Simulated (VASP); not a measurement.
Write the native input for VASP 6.6.1 that does the following.

```yaml
Task: single point
Functional: PBE
Potentials_or_basis: VASP PAW PBE potentials, release 64 (B, N)
Cutoff: 520 eV
k_mesh: 12 × 12 × 6
Occupations: gaussian, width 0.05 eV
Spin: no spin polarisation
Dipole_correction: no
Further_INCAR_settings: ALGO = Normal; EDIFF = 1e-06; NBANDS = 16
```

The structure of BN lies in POSCAR:

```
BN
1.0
    2.5545800962      0.0000000000      0.0000000000
   -1.2772900481      2.2123312593      0.0000000000
    0.0000000000      0.0000000000      4.2245145363
B N
2 2
Direct
    0.6230056723      0.3013712672      0.9998058548
    0.3333333333      0.6666666667      0.4998058548
    0.6666666667      0.3333333333      0.6251941452
    0.3333333333      0.6666666667      0.1251941452
```

This cell differs from its parent crystal: atom 1 (B) moved -0.100 Å along Cartesian [1 1 0].

The input as run:

INCAR

```
SYSTEM = BN
PREC = Accurate
ENCUT = 520
EDIFF = 1E-6
ISMEAR = 0
SIGMA = 0.05
LREAL = .FALSE.
LASPH = .TRUE.
NELM = 100
ALGO = Normal
ISIF = 2
LWAVE = .FALSE.
LCHARG = .FALSE.
GGA = PE
NBANDS = 16
```

KPOINTS

```
regular mesh
0
G
  12 12 6
  0 0 0
```

Potentials or basis: VASP PAW PBE potentials, release 64 (B, N).

Run with:

```sh
$ cat potpaw_PBE.64/B/POTCAR potpaw_PBE.64/N/POTCAR > POTCAR
$ mpirun -np 1 vasp_std > vasp.out
```

Results of the run:

```json
{"Pressure": "1.6 GPa", "Largest force": "2.232 eV/Å", "Band gap on the k mesh": "4.71 eV, indirect (least direct gap 7.31 eV)"}
```

Caveat: the cell differs from its parent crystal (atom 1 (B) moved -0.100 Å along Cartesian [1 1 0]); forces of over 1 eV/Å act on the atoms, so gaps and moduli don't describe the material at rest.

Run time: 73 s on 1 thread of Intel(R) Xeon(R) Platinum 8488C (Sapphire Rapids), with other jobs on the host, peak memory 0.24 GiB.
